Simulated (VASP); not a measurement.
**AlN: relaxation of cell and atoms with LDA**

Crystal: AlN.

```
Al N
1.0
     3.31212    0.00000    0.00000
    -1.65606    2.86838    0.00000
     0.00000    0.00000    4.18756
Al N
2 2
Direct
  0.33333 0.66667 0.75000
  0.66667 0.33333 0.25000
  0.33333 0.66667 0.25000
  0.66667 0.33333 0.75000
```

* Program: VASP 6.6.1
* Task: relaxation of cell and atoms
* Functional: LDA
* Potentials or basis: VASP PAW LDA potentials, release 64 (Al, N)
* Cutoff: 600 eV
* k mesh: 6 × 6 × 4
* Occupations: gaussian, width 0.01 eV
* Spin: no spin polarisation
* Target pressure: 2 GPa
* Dipole correction: no
* Further INCAR settings: ALGO = Normal; EDIFF = 1e-07; IBRION = 2; EDIFFG = -0.01; NSW = 80; ISIF = 3

```yaml
Relaxed_volume: 9.46 Å³/atom
Relaxed_cell: a = 3.271 Å, b = 3.271 Å, c = 4.086 Å, α = 90.00°, β = 90.00°, γ = 120.00°
Space_group_after_relaxing_to_0.05_Å: P6_3/mmc (No. 194)
Energy_change_on_relaxing_the_enthalpy_is_what_falls: -10.3 meV/atom
Ionic_steps: 9
Pressure_after_relaxing: 2.0 GPa
Band_gap_on_the_k_mesh: 3.68 eV, direct
```

Step by step:
| step | energy change (eV) | largest force (eV/Å) | pressure (GPa) | volume (Å³) |
| --- | --- | --- | --- | --- |
| 1 | 0.0000 | 0.0000 | -8.28 | 39.78 |
| 2 | 0.0403 | 0.0000 | 13.65 | 36.22 |
| 3 | -0.0395 | 0.0000 | 1.95 | 37.92 |
| 4 | -0.0390 | 0.0000 | 2.17 | 37.88 |
| 5 | -0.0405 | 0.0000 | 2.19 | 37.85 |
| 6 | -0.0406 | 0.0000 | 2.23 | 37.82 |
| 7 | -0.0406 | 0.0000 | 2.23 | 37.82 |
| 8 | -0.0415 | 0.0000 | 1.76 | 37.90 |
| 9 | -0.0411 | 0.0000 | 2.00 | 37.86 |

Final structure:
```
Al N
1.0
     3.27082    0.00000    0.00000
    -1.63541    2.83261    0.00000
     0.00000    0.00000    4.08620
Al N
2 2
Direct
  0.33333 0.66667 0.75000
  0.66667 0.33333 0.25000
  0.33333 0.66667 0.25000
  0.66667 0.33333 0.75000
```

Levels at points of the mesh, in eV from the valence-band top:
```
           k point  band 6  band 7  band 8  band 9  band 10  band 11
(0.00, 0.00, 0.00)   -1.63   -1.63    0.00    3.68     4.65     8.29
(0.50, 0.00, 0.00)   -4.28   -3.04   -1.40    3.86     7.26     7.57
(0.00, 0.00, 0.50)   -2.57   -2.57   -2.57    5.92     5.92     8.44
(0.50, 0.00, 0.50)   -3.36   -1.79   -1.79    5.18     5.18     9.72
```

Run time: 36 s on 1 thread of Intel Xeon 6975P-C, with other jobs on the host, peak memory 0.15 GiB.

Caveat: the cell is relaxed towards a set pressure, so the enthalpy falls and the energy may rise. A k mesh can miss the band edges.
